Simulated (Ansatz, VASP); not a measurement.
**Two plane-wave programs on Co**

```
Co
1.0
     0.00000    1.74369    1.74369
     1.74369    0.00000    1.74369
     1.74369    1.74369    0.00000
Co
1
Cartesian
  0.0000 0.0000 0.0000
```

Alike in both runs: task relaxation of cell and atoms; functional PBEsol; k mesh 20 × 20 × 20; occupations gaussian, width 0.1 eV; collinear spin.

|  | VASP | Ansatz |
| --- | --- | --- |
| version | VASP 6.6.1 | Ansatz 0.2.0 |
| potentials or method | VASP PAW PBE potentials, release 64 (Co), cutoff 600 eV | scalar-relativistic, plane waves, PAW |
| valence electrons in the cell | 9 | 17 |

|  | VASP | Ansatz | Ansatz less VASP |
| --- | --- | --- | --- |
| gap on the k mesh at the Fermi level, each at its own relaxed structure (eV) | none | none | - |
| net moment per atom (μB) | 1.61 | 1.62 | +0.007 |
| size of the moment on the site where the two differ most (μB) | 1.62 | 1.68 | +0.060 |
| relaxed volume (Å³/atom) | 10.39 | 10.43 | +0.040 |
| relaxed cell length with the largest relative difference (Å) | 2.449 | 2.452 | +0.0031 |

VASP's potentials were made for PBE, not for PBEsol. Site moments also hang on the region over which each program counts them. A gap of «none» marks a metal or a gap that the smearing closes. VASP's potentials hold 9 valence electrons a cell and Ansatz's 17, so a difference there can come from the potentials and not from the codes.
